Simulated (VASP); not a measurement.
A run of VASP 6.6.1:

Contents of INCAR:

```
  PREC = Accurate
  ENCUT = 520
  EDIFF = 1E-6
  ISMEAR = 0
  SIGMA = 0.05
  LREAL = False
  LASPH = True
  NELM = 100
  ALGO = Normal
  ISIF = 2
  LWAVE = False
  LCHARG = False
  GGA = PE
  NBANDS = 11
```

The input KPOINTS:

```
Automatic mesh
0
Gamma
  4 4 4
```

POSCAR

```
SiC
1.0
    0.0000000000      2.1389293512      2.2458758187
    2.1389293512      0.0000000000      2.2458758187
    2.1389293512      2.1389293512      0.0000000000
Si C
1 1
Direct
    0.0000000000      0.0000000000      0.0000000000
    0.7500000000      0.7500000000      0.7500000000
```

Potentials or basis: VASP PAW PBE potentials, release 64 (Si, C).

The run is started by

```console
$ cat potpaw_PBE.64/Si/POTCAR potpaw_PBE.64/C/POTCAR > POTCAR
$ mpirun -np 1 vasp_std > vasp.out
```

Hardware: 1 thread of AMD EPYC 7R13, with other jobs on the host.

Question: How long does it take, and how much memory?

Answer: Run time: 8.5 s on 1 thread of AMD EPYC 7R13, with other jobs on the host, peak memory 0.1 GiB. Counts: scf iterations 12, k points 13.
